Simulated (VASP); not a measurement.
Here is a VASP 6.6.1 calculation.

The input INCAR:

```
SYSTEM = SiNi
ALGO = Fast
EDIFF = 1E-7
EDIFFG = -0.01
ENCUT = 520
GGA = PS
IBRION = 2
ISIF = 2
ISMEAR = 0
LASPH = .True.
LCHARG = .False.
LREAL = .False.
LWAVE = .False.
NELM = 100
NSW = 50
PREC = Accurate
SIGMA = 0.1
```

Contents of KPOINTS:

```
k-points
0
Gamma
  8 8 8
  0 0 0
```

File POSCAR:

```
SiNi
1.0
    4.4228641971      0.0000000000      0.0000000000
    0.0000000000      4.4228641971      0.0000000000
    0.0000000000      0.0000000000      4.4228641971
Si Ni
4 4
Direct
    0.6535260049      0.1535260049      0.3464739951
    0.1535260049      0.3464739951      0.6535260049
    0.3464739951      0.6535260049      0.1535260049
    0.8464739951      0.8464739951      0.8464739951
    0.3509594440      0.8509594440      0.6490405560
    0.8509594440      0.6490405560      0.3509594440
    0.6490405560      0.3509594440      0.8509594440
    0.1490405560      0.1490405560      0.1490405560
```

Potentials or basis: VASP PAW PBE potentials, release 64 (Si, Ni).

The run is started by

```bash
$ cat potpaw_PBE.64/Si/POTCAR potpaw_PBE.64/Ni/POTCAR > POTCAR
$ mpirun -np 1 vasp_std > vasp.out
```

Task: Estimate the energy gained by relaxing.

Result: 0.0 meV/atom.

Task: Estimate the band gap on the k mesh.

Result: Zero (bands 28 and 29 overlap by 1.29 eV).

Forces in eV/Å, atoms in the order of the input:
```
Si   0.003  0.003 -0.003
Si   0.003 -0.003  0.003
Si  -0.003  0.003  0.003
Si  -0.003 -0.003 -0.003
Ni  -0.004 -0.004  0.004
Ni  -0.004  0.004 -0.004
Ni   0.004 -0.004 -0.004
Ni   0.004  0.004  0.004
```

Caveat: the PAW data sets were made with another functional, which shifts forces and pressure a little. Spin polarisation is off, so any magnetic state and its effect on volume and gap are missing.
